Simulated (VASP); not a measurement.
Runs of VASP 6.6.1 on CdSe. The structure is that of space group P6_3mc (No. 186), or close to it. The cells are those of the table. 

```tsv
cell	gap on the mesh (eV)	pressure (GPa)	largest force (eV/Å)
a = 4.299, b = 4.243, c = 7.015 Å, angles 90.0, 90.0, 118.7°, 4 atoms	0.62	3.4	0.22
a = 4.299, b = 4.336, c = 7.015 Å, angles 90.0, 90.0, 120.9°, 4 atoms	(b)	3.3	0.14
a = 4.299, b = 4.234, c = 7.015 Å, angles 90.0, 90.0, 118.5°, 4 atoms	0.61	3.4	0.25
a = 4.299, b = 4.280, c = 7.015 Å, angles 90.0, 90.0, 119.6°, 4 atoms	0.65	3.3	0.07
a = 4.299, b = 4.252, c = 7.015 Å, angles 90.0, 90.0, 118.9°, 4 atoms	(a)	3.3	0.18
```

Alike in all rows: task single point; level PBE; potentials or basis VASP PAW PBE potentials, release 64 (Cd, Se); no spin polarisation; k mesh 6 × 6 × 4; cutoff (eV) 520; smearing gaussian 0.05 eV.

Question: Fill in the values left out.

Answer: (a) 0.63; (b) 0.64.

Caveats: the cell stands under pressure.

A k mesh can miss the band edges, and the runs leave out spin-orbit coupling on Cd, Se.
